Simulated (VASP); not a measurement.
# Ca (Immm) in VASP: further runs

The runs below take Ca through single point, with PBEsol.

Everything below comes from runs of VASP 6.6.1. Logs are shortened: lines on timing, memory, paths and dates and some standing lists are left out, and cuts for length are marked.

## (1) The cell of the first run

The typed cell holds 2 atoms: a = 3.683 Å, b = 3.684 Å, c = 5.753 Å, α = 90.00°, β = 90.00°, γ = 90.00°.

## (2) Single point, PBEsol (biaxial strain in the a-b plane: -4.5 %, then relaxed in part)

File INCAR:

```
PREC     = Accurate       # precision mode
ENCUT    = 520            # plane-wave cutoff, eV
EDIFF    = 1E-6           # SCF threshold, eV
ISMEAR   = 0              # smearing method
SIGMA    = 0.1            # smearing width, eV
LREAL    = False          # projectors in reciprocal space
LASPH    = True           # aspherical terms in the spheres
NELM     = 100            # most SCF steps
ALGO     = Normal         # electronic algorithm
ISIF     = 2              # what is computed and relaxed
LWAVE    = False          # write WAVECAR
LCHARG   = True           # write CHGCAR
GGA      = PS             # functional
LELF     = True           # ELF
LVHAR    = True         
NBANDS   = 17             # bands
```

File KPOINTS:

```
Automatic mesh
0
Gamma
  12 12 8
```

File POSCAR:

```
Ca
1.0
    3.6828952040      0.0000000000      0.0000000000
    0.0000000000      3.6839890330      0.0000000000
    0.0000000000      0.0000000000      5.7532422990
Ca
2
Direct
    0.0000000000      0.0000000000      0.5000000000
    0.5000000000      0.5000000000      0.0000000000
```

Potentials or basis: VASP PAW PBE potentials, release 64 (Ca_sv).

Command:

```bash
> cat potpaw_PBE.64/Ca_sv/POTCAR > POTCAR
> mpirun -np 1 vasp_std > vasp.out
```

OUTCAR:

```text
PREC = Accurate
   ENCUT = 520
   EDIFF = 1E-6
   ISMEAR = 0
   LREAL = False
   LASPH = True
   NELM = 100
   ISIF = 2
   GGA = PS

 ion  position               nearest neighbor table
   1  0.000  0.000  0.500-
   2  0.500  0.500  0.000-

  LATTYP: Found a simple orthorhombic cell.
 ALAT       =     3.6828952040
 B/A-ratio  =     1.0002970025
 C/A-ratio  =     1.5621520517

  Lattice vectors:

 A1 = (   3.6828952040,   0.0000000000,   0.0000000000)
 A2 = (   0.0000000000,   3.6839890330,   0.0000000000)
 A3 = (   0.0000000000,   0.0000000000,   5.7532422990)

Analysis of symmetry for initial positions (statically):
=====================================================================
 Subroutine PRICEL returns following result:

  LATTYP: Found a body centered orthorhombic cell.
 ALAT       =     3.6828952040
 B/A-ratio  =     1.0002970025
 C/A-ratio  =     1.5621520517

  Lattice vectors:

 A1 = (  -1.8414476020,  -1.8419945165,  -2.8766211495)
 A2 = (   1.8414476020,   1.8419945165,  -2.8766211495)
 A3 = (   1.8414476020,  -1.8419945165,   2.8766211495)

   2 primitive cells build up your supercell.

 Routine SETGRP: Setting up the symmetry group for a
 simple orthorhombic supercell.

 Subroutine GETGRP returns: Found  8 space group operations
 (whereof  8 operations were pure point group operations)
 out of a pool of  8 trial point group operations.

The static configuration has the point symmetry D_2h.

Analysis of symmetry for dynamics (positions and initial velocities):
=====================================================================
 Subroutine PRICEL returns following result:

  LATTYP: Found a body centered orthorhombic cell.
 ALAT       =     3.6828952040
 B/A-ratio  =     1.0002970025
 C/A-ratio  =     1.5621520517

  Lattice vectors:

 A1 = (  -1.8414476020,  -1.8419945165,  -2.8766211495)
 A2 = (   1.8414476020,   1.8419945165,  -2.8766211495)
 A3 = (   1.8414476020,  -1.8419945165,   2.8766211495)

   2 primitive cells build up your supercell.

 Routine SETGRP: Setting up the symmetry group for a
 simple orthorhombic supercell.

 Subroutine GETGRP returns: Found  8 space group operations
 (whereof  8 operations were pure point group operations)
 out of a pool of  8 trial point group operations.

[... 87 lines left out ...]
   NGXF,Y,Z  is equivalent  to a cutoff of  25.28, 25.27, 27.74 a.u.
 SYSTEM =  unknown system
   PREC   = accura    normal or accurate (medium, high low for compatibility)
   ISTART =      0    job   : 0-new  1-cont  2-samecut
   ICHARG =      2    charge: 1-file 2-atom 10-const
   ISPIN  =      1    spin polarized calculation?
   LNONCOLLINEAR =      F non collinear calculations
   LSORBIT =      F    spin-orbit coupling
   LASPH  =      T    aspherical Exc in radial PAW
   ENCUT  =  520.0 eV  38.22 Ry    6.18 a.u.   6.85  6.85 10.70*2*pi/ulx,y,z
   NELM   =    100;   NELMIN=  2; NELMDL= -5     # of ELM steps
   EDIFF  = 0.1E-05   stopping-criterion for ELM
   LREAL  =      F    real-space projection
   EDIFFG = 0.1E-04   stopping-criterion for IOM
   NSW    =      0    number of steps for IOM
   IBRION =     -1    ionic relax: 0-MD 1-quasi-New 2-CG
   NFREE  =      0    steps in history (QN), initial steepest desc. (CG)
   ISIF   =      2    stress and relaxation
   ISYM   =      2    0-nonsym 1-usesym 2-fastsym
   POTIM  = 0.5000    time-step for ionic-motion
   TEBEG  =    0.0;   TEEND  =   0.0 temperature during run
   PSTRESS=    0.0 pullay stress
   NELECT =      20.0000    total number of electrons
   NUPDOWN=      -1.0000    fix difference up-down
   EMIN   =  10.00;   EMAX   =-10.00  energy-range for DOS
   EFERMI =   0.00;   METHOD = LEGACY
   ISMEAR =     0;   SIGMA  =   0.10  broadening in eV -4-tet -1-fermi 0-gaus
   EFERMI_NEDOS =   21; number of points for ismear=-14 and -15
   IALGO  =     38    algorithm
   IMIX   =      4    mixing-type and parameters
     AMIX     =   0.40;   BMIX     =  1.00
     AMIX_MAG =   1.60;   BMIX_MAG =  1.00
  volume/ion in A,a.u.               =      39.03       263.38
  Fermi-wavevector in a.u.,A,eV,Ry     =   1.039788  1.964914 14.710056  1.081159
  Thomas-Fermi vector in A             =   2.174334
   LORBIT       =      0    0 simple, 1 ext, 2 COOP (PROOUT), +10 PAW based schemes
   GGA     = PS    functional components
   LHFCALC =     F    Hartree Fock is set to
   AEXX    =    0.0000 exact exchange contribution
   IVDW    =     0    specifies the selected vdW correction
   LEPSILON=     F    determine dielectric tensor
   LRPA    =     F    only Hartree local field effects (RPA)
 non-spin polarized calculation
 Gauss-broadening in eV      SIGMA  =   0.10
  energy-cutoff  :      520.00
  volume of cell :       78.06
 maximum number of plane-waves:      2136
 NGX is ok and might be reduce to    28
   NGX = 13   NGY = 13   NGZ = 21

 number of electron      19.9999998 magnetization

 Free energy of the ion-electron system (eV)
  ---------------------------------------------------
  ext. energy  EPLUGINS =         0.00000000
  ---------------------------------------------------
  free energy    TOTEN  =        -4.24862322 eV

  energy without entropy =       -4.23265226  energy(sigma->0) =       -4.24063774

 E-fermi :   2.2115     XC(G=0):  -8.0614

 val. band max:        2.2086596721   @ k =   0.3333   0.0000   0.0000
 cond. band min:       2.2192259832   @ k =   0.4167   0.4167   0.3750
 fundamental gap:      0.0105663111
 Fermi energy:         2.2115327133

 k-point     1 :       0.0000    0.0000    0.0000
  band No.  band energies     occupation
      1     -39.4587      2.00000
      2     -39.4379      2.00000
      3     -20.6102      2.00000
      4     -20.4812      2.00000
      5     -20.4812      2.00000
      6     -20.4463      2.00000
[... 457 lines left out ...]
      4     -20.5415      2.00000
      5     -20.5143      2.00000
      6     -20.4959      2.00000
[... 9 lines left out ...]
     16       5.1572      0.00000
     17       5.2292      0.00000

 [... further k-points ...]
[... 5 lines left out ...]
  --------------------------------------------------------------------------------------
  -------------------------------------------------------------------------------------
  Total        0.5252167      0.5203780     -0.0014278     -0.0000000      0.0000000      0.0000000
  in kB       10.7802484     10.6809321     -0.0293069     -0.0000000      0.0000000      0.0000000
  external PRESSURE =       7.1439579 kB  Pullay stress =       0.0000000 kB

 VOLUME and BASIS-vectors are now :
 -----------------------------------------------------------------------------
  energy-cutoff  :      520.00
  volume of cell :       78.06
      direct lattice vectors                 reciprocal lattice vectors
     3.682895204  0.000000000  0.000000000     0.271525510  0.000000000  0.000000000
     0.000000000  3.683989033  0.000000000     0.000000000  0.271444891  0.000000000
     0.000000000  0.000000000  5.753242299     0.000000000  0.000000000  0.173815033

 POSITION                                       TOTAL-FORCE (eV/Angst)
 -----------------------------------------------------------------------------------
      0.00000      0.00000      2.87662         0.000000      0.000000      0.000000
      1.84145      1.84199      0.00000         0.000000     -0.000000     -0.000000
 -----------------------------------------------------------------------------------
    total drift:                                0.000000      0.000000      0.000000

  FREE ENERGIE OF THE ION-ELECTRON SYSTEM (eV)
  ---------------------------------------------------
  free  energy   TOTEN  =        -4.2486232177 eV

  energy  without entropy=       -4.2326522603  energy(sigma->0) =       -4.24063774
```

stdout:

```text
POSCAR found type information on POSCAR Ca
 POSCAR found :  1 types and       2 ions
 scaLAPACK will be used
 -----------------------------------------------------------------------------
|                                                                             |
|                                                                             |
|     You enforced a specific xc type in the INCAR file but a different       |
|     I HOPE YOU KNOW WHAT YOU ARE DOING!                                     |
|                                                                             |
 -----------------------------------------------------------------------------

 LDA part: xc-table for (Slater+PW92), standard interpolation
 POSCAR, INCAR and KPOINTS ok, starting setup
 FFT: planning ... GRIDC
 FFT: planning ... GRID_SOFT
 FFT: planning ... GRID
 WAVECAR not read
 entering main loop
```

Wall time 3.2 min (1 thread of Intel Xeon Platinum 8259CL at 2.50GHz (Skylake/Cascade Lake), shared host); peak memory 0.38 GiB.

Results:

| Quantity | Value |
| --- | --- |
| Free energy | -4.2486 eV |
| Pressure | 0.7 GPa |
| Band gap on the k mesh | zero (band 10 reaches 2.38 eV, above the bottom of band 11 at 2.13 eV) |

Stress tensor (GPa, compression positive):
```
1.08 0.00 0.00
0.00 1.07 0.00
0.00 0.00 0.00
```

Caveat: the cell differs from its parent crystal (biaxial strain in the a-b plane: -4.5 %, then relaxed in part); the PAW data sets were made with another functional, which shifts forces and pressure a little.

## (3) Single point, PBEsol (biaxial strain in the a-b plane: -4.5 %)

File INCAR:

```
  ALGO = Normal
  EDIFF = 1E-7
  ENCUT = 520
  GGA = PS
  ISIF = 2
  ISMEAR = 0
  LASPH = T
  LCHARG = F
  LREAL = F
  LWAVE = F
  NBANDS = 17
  NELM = 100
  PREC = Accurate
  SIGMA = 0.1
```

File KPOINTS:

```
k-points
0
Gamma
  12 12 8
```

Edit POSCAR of step 2 so:

```diff
@@ -4,3 +4,3 @@
     0.0000000000      3.6839890330      0.0000000000
-    0.0000000000      0.0000000000      5.7532422990
+    0.0000000000      0.0000000000      5.5954114130
 Ca
```

Potentials or basis: VASP PAW PBE potentials, release 64 (Ca_sv).

Command:

```bash
> cat potpaw_PBE.64/Ca_sv/POTCAR > POTCAR
> mpirun -np 1 vasp_std > vasp.out
```

OUTCAR:

```text
EDIFF = 1E-7
   ENCUT = 520
   GGA = PS
   ISIF = 2
   ISMEAR = 0
   LASPH = T
   LREAL = F
   NELM = 100
   PREC = Accurate

 ion  position               nearest neighbor table
   1  0.000  0.000  0.500-
   2  0.500  0.500  0.000-

  LATTYP: Found a simple orthorhombic cell.
 ALAT       =     3.6828952040
 B/A-ratio  =     1.0002970025
 C/A-ratio  =     1.5192969398

  Lattice vectors:

 A1 = (   3.6828952040,   0.0000000000,   0.0000000000)
 A2 = (   0.0000000000,   3.6839890330,   0.0000000000)
 A3 = (   0.0000000000,   0.0000000000,   5.5954114130)

Analysis of symmetry for initial positions (statically):
=====================================================================
 Subroutine PRICEL returns following result:

  LATTYP: Found a body centered orthorhombic cell.
 ALAT       =     3.6828952040
 B/A-ratio  =     1.0002970025
 C/A-ratio  =     1.5192969398

  Lattice vectors:

 A1 = (  -1.8414476020,  -1.8419945165,  -2.7977057065)
[... 172 lines left out ...]
 NGX is ok and might be reduce to    28
   NGX = 13   NGY = 13   NGZ = 21

 number of electron      19.9999993 magnetization

 Free energy of the ion-electron system (eV)
  ---------------------------------------------------
  ext. energy  EPLUGINS =         0.00000000
  ---------------------------------------------------
  free energy    TOTEN  =        -4.24245280 eV

  energy without entropy =       -4.22565752  energy(sigma->0) =       -4.23405516

 E-fermi :   2.3322     XC(G=0):  -8.1534

 val. band max:        2.3318979764   @ k =   0.4167   0.4167   0.3750
 cond. band min:       2.3336358640   @ k =   0.0000   0.3333   0.1250
 fundamental gap:      0.0017378876
 Fermi energy:         2.3322078906

 k-point     1 :       0.0000    0.0000    0.0000
  band No.  band energies     occupation
      1     -39.2753      2.00000
      2     -39.2497      2.00000
      3     -20.4427      2.00000
      4     -20.3043      2.00000
      5     -20.3043      2.00000
      6     -20.2563      2.00000
[... 457 lines left out ...]
      4     -20.3649      2.00000
      5     -20.3315      2.00000
      6     -20.3154      2.00000
[... 9 lines left out ...]
     16       5.3085      0.00000
     17       5.3846      0.00000

 [... further k-points ...]
[... 5 lines left out ...]
  --------------------------------------------------------------------------------------
  -------------------------------------------------------------------------------------
  Total        0.7350650      0.7310735      0.4002447      0.0000000      0.0000000      0.0000000
  in kB       15.5130286     15.4287922      8.4468818      0.0000000      0.0000000      0.0000000
  external PRESSURE =      13.1295675 kB  Pullay stress =       0.0000000 kB

 VOLUME and BASIS-vectors are now :
 -----------------------------------------------------------------------------
  energy-cutoff  :      520.00
  volume of cell :       75.92
      direct lattice vectors                 reciprocal lattice vectors
     3.682895204  0.000000000  0.000000000     0.271525510  0.000000000  0.000000000
     0.000000000  3.683989033  0.000000000     0.000000000  0.271444891  0.000000000
     0.000000000  0.000000000  5.595411413     0.000000000  0.000000000  0.178717868

 POSITION                                       TOTAL-FORCE (eV/Angst)
 -----------------------------------------------------------------------------------
      0.00000      0.00000      2.79771         0.000000      0.000000     -0.000000
      1.84145      1.84199      0.00000         0.000000     -0.000000      0.000000
 -----------------------------------------------------------------------------------
    total drift:                                0.000000      0.000000      0.000000

  FREE ENERGIE OF THE ION-ELECTRON SYSTEM (eV)
  ---------------------------------------------------
  free  energy   TOTEN  =        -4.2424527988 eV

  energy  without entropy=       -4.2256575199  energy(sigma->0) =       -4.23405516
```

Wall time 3 min (1 thread of Intel Xeon Platinum 8259CL at 2.50GHz (Skylake/Cascade Lake), shared host); peak memory 0.37 GiB.

Results:

| Quantity | Value |
| --- | --- |
| Free energy | -4.2425 eV |
| Pressure | 1.3 GPa |
| Band gap on the k mesh | zero (band 10 reaches 2.47 eV, above the bottom of band 11 at 2.26 eV) |

Caveat: the cell differs from its parent crystal (biaxial strain in the a-b plane: -4.5 %); the PAW data sets were made with another functional, which shifts forces and pressure a little.

## (4) Single point, PBEsol (uniaxial strain along a: -4.5 %, then relaxed in part)

File INCAR:

```
  PREC = Accurate
  ENCUT = 520
  EDIFF = 1E-6
  ISMEAR = 0
  SIGMA = 0.1
  LREAL = F
  LASPH = T
  NELM = 100
  ALGO = Normal
  ISIF = 2
  LWAVE = F
  LCHARG = T
  GGA = PS
  LELF = T
  LVHAR = T
  NBANDS = 17
```

File KPOINTS:

```
Automatic mesh
0
Gamma
  12 12 8
```

File POSCAR:

```
Ca
1.0
    3.6828952040      0.0000000000      0.0000000000
    0.0000000000      3.8318227111      0.0000000000
    0.0000000000      0.0000000000      5.6231294168
Ca
2
Direct
    0.0000000000      0.0000000000      0.5000000000
    0.5000000000      0.5000000000      0.0000000000
```

Command:

```bash
> cat potpaw_PBE.64/Ca_sv/POTCAR > POTCAR
> mpirun -np 1 vasp_std > vasp.out
```

It took 3.1 min on 1 thread of Intel Xeon Platinum 8375C at 2.90GHz (Ice Lake), shared host; peak memory 0.37 GiB.

The run converged. Its results:

```
Free energy            : -4.2589 eV
Pressure               : 0.4 GPa
Band gap on the k mesh : zero (band 10 reaches 2.31 eV, above the bottom of band 11 at 1.95 eV)
```

Stress tensor (GPa, compression positive):
```
1.20 0.00 0.00
0.00 0.01 0.00
0.00 0.00 0.01
```

Levels at points of the mesh, in eV from the Fermi level:
| k point | band 6 | band 7 | band 8 | band 9 | band 10 | band 11 | band 12 | band 13 | band 14 | band 15 |
| --- | --- | --- | --- | --- | --- | --- | --- | --- | --- | --- |
| (0.00, 0.00, 0.00) | -22.69 | -22.69 | -22.68 | -4.15 | -0.64 | 0.60 | 0.70 | 2.20 | 2.36 | 2.64 |
| (0.50, 0.00, 0.00) | -22.76 | -22.70 | -22.70 | -1.34 | -1.34 | 0.82 | 0.82 | 1.51 | 1.51 | 2.78 |
| (0.00, 0.50, 0.00) | -22.77 | -22.71 | -22.71 | -1.55 | -1.55 | 0.82 | 0.82 | 1.31 | 1.31 | 3.09 |
| (0.50, 0.50, 0.00) | -22.76 | -22.75 | -22.75 | -0.48 | -0.48 | 0.49 | 0.49 | 1.28 | 1.28 | 4.25 |
| (0.00, 0.00, 0.50) | -22.71 | -22.71 | -22.71 | -2.84 | -2.84 | 1.29 | 1.29 | 2.07 | 2.07 | 3.04 |
| (0.50, 0.00, 0.50) | -22.73 | -22.70 | -22.70 | -0.97 | -0.97 | -0.01 | -0.01 | 2.20 | 2.20 | 2.30 |
| (0.00, 0.50, 0.50) | -22.72 | -22.71 | -22.71 | -1.10 | -1.10 | -0.19 | -0.19 | 2.02 | 2.02 | 2.60 |
| (0.50, 0.50, 0.50) | -22.79 | -22.75 | -22.75 | 0.12 | 0.12 | 0.75 | 0.75 | 0.85 | 0.85 | 2.61 |

Caveat: the cell differs from its parent crystal (uniaxial strain along a: -4.5 %, then relaxed in part); the PAW data sets were made with another functional, which shifts forces and pressure a little.

## (5) Single point, PBEsol (biaxial strain in the a-b plane: +4.5 %)

File INCAR:

```
PREC = Accurate ; ENCUT = 520
EDIFF = 1E-7 ; ISMEAR = 0
SIGMA = 0.1 ; LREAL = False
LASPH = True ; NELM = 60
ALGO = Fast ; ISIF = 2
LWAVE = False ; LCHARG = False
GGA = PS ; NBANDS = 17
```

KPOINTS is that of step 4.

File POSCAR:

```
Ca
1.0
    4.0299743332      0.0000000000      0.0000000000
    0.0000000000      4.0311712455      0.0000000000
    0.0000000000      0.0000000000      5.3012028285
Ca
2
Direct
    0.0000000000      0.0000000000      0.5000000000
    0.5000000000      0.5000000000      0.0000000000
```

Command:

```bash
> cat potpaw_PBE.64/Ca_sv/POTCAR > POTCAR
> mpirun -np 1 vasp_std > vasp.out
```

Wall time 3.2 min (1 thread of Intel Xeon Platinum 8559C (Emerald Rapids), shared host); peak memory 0.4 GiB.

The run converged. Its results:

```yaml
Free_energy: -4.2544 eV
Pressure: -1.0 GPa
Band_gap_on_the_k_mesh: zero (band 10 reaches 2.05 eV, above the bottom of band 11 at 1.65 eV)
```

Stress tensor (GPa, compression positive):
```
-1.07  0.00  0.00
 0.00 -1.07  0.00
 0.00  0.00 -0.79
```

Levels at points of the mesh, in eV from the Fermi level:
```
           k point  band 7  band 8  band 9  band 10  band 11  band 12  band 13  band 14
(0.00, 0.00, 0.00)  -22.89  -22.89   -4.00    -0.30     0.47     1.42     2.21     2.21
(0.50, 0.00, 0.00)  -22.92  -22.92   -1.63    -1.63     1.16     1.16     1.45     1.45
(0.00, 0.50, 0.00)  -22.92  -22.92   -1.63    -1.63     1.16     1.16     1.45     1.45
(0.50, 0.50, 0.00)  -22.92  -22.92   -0.52    -0.52     0.65     0.65     0.70     0.70
(0.00, 0.00, 0.50)  -22.92  -22.92   -2.55    -2.55     1.32     1.32     2.44     2.44
(0.50, 0.00, 0.50)  -22.90  -22.90   -0.99    -0.99    -0.17    -0.17     1.99     1.99
(0.00, 0.50, 0.50)  -22.90  -22.90   -0.99    -0.99    -0.17    -0.17     1.99     1.99
(0.50, 0.50, 0.50)  -22.94  -22.94    0.24     0.24     0.58     0.58     0.58     0.58
```

Caveat: the cell differs from its parent crystal (biaxial strain in the a-b plane: +4.5 %); the PAW data sets were made with another functional, which shifts forces and pressure a little.

## (6) Overview

| cell | gap on the mesh (eV) | pressure (GPa) |
| --- | --- | --- |
| a = 3.683, b = 3.684, c = 5.753 Å, 2 atoms | none | 0.7 |
| a = 3.683, b = 3.684, c = 5.595 Å, 2 atoms | none | 1.3 |
| a = 3.683, b = 3.832, c = 5.623 Å, 2 atoms | none | 0.4 |
| a = 4.030, b = 4.031, c = 5.301 Å, 2 atoms | none | -1.0 |

Alike in all rows: task single point; level PBEsol; potentials or basis VASP PAW PBE potentials, release 64 (Ca_sv); no spin polarisation; k mesh 12 × 12 × 8; cutoff (eV) 520; smearing gaussian 0.1 eV.

Caveats: the PAW data sets were made with another functional, which shifts forces and pressure a little.

Absolute energies hang on the potentials; compare differences alone.
